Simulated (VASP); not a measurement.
The system is Ga.

```
CELL_PARAMETERS angstrom
2.88791 0.00000 0.00000
-1.44396 2.50101 0.00000
0.00000 0.00000 2.69839
ATOMIC_POSITIONS crystal
Ga 0.00000 0.00000 0.00000
```

This isn't the form of Ga at room conditions, which is orthorhombic.

* Program: VASP 6.6.1
* Task: relaxation of cell and atoms
* Functional: PBEsol
* Potentials or basis: VASP PAW PBE potentials, release 64 (Ga_d)
* Cutoff: 600 eV
* k mesh: 21 × 21 × 20
* Occupations: gaussian, width 0.1 eV
* Spin: no spin polarisation

At the start: pressure -3.4 GPa; volume 19.49 Å³/atom.

Task: How do energy, volume and symmetry change on relaxing?

Result: Over 7 steps the energy falls by 16.6 meV/atom and the volume is 18.13 Å³/atom (-7.0 %); space group P6/mmm (No. 191, to 0.1 Å) before and after.

The path:
```csv
step,energy change (eV),largest force (eV/Å),pressure (GPa),volume (Å³)
1,0.0000,0.0000,-3.42,19.49
2,-0.0156,0.0000,-0.49,18.34
3,-0.0160,0.0000,0.00,18.17
4,-0.0160,0.0000,0.13,18.13
5,-0.0165,0.0000,0.03,18.13
6,-0.0166,0.0000,0.01,18.13
7,-0.0166,0.0000,0.05,18.13
```

Final structure:
```
Ga
1.0
     2.79833    0.00000    0.00000
    -1.39917    2.42343    0.00000
     0.00000    0.00000    2.67403
Ga
1
Direct
  0.00000 0.00000 0.00000
```

Caveat: the PAW data sets were made with another functional, which shifts forces and pressure a little.
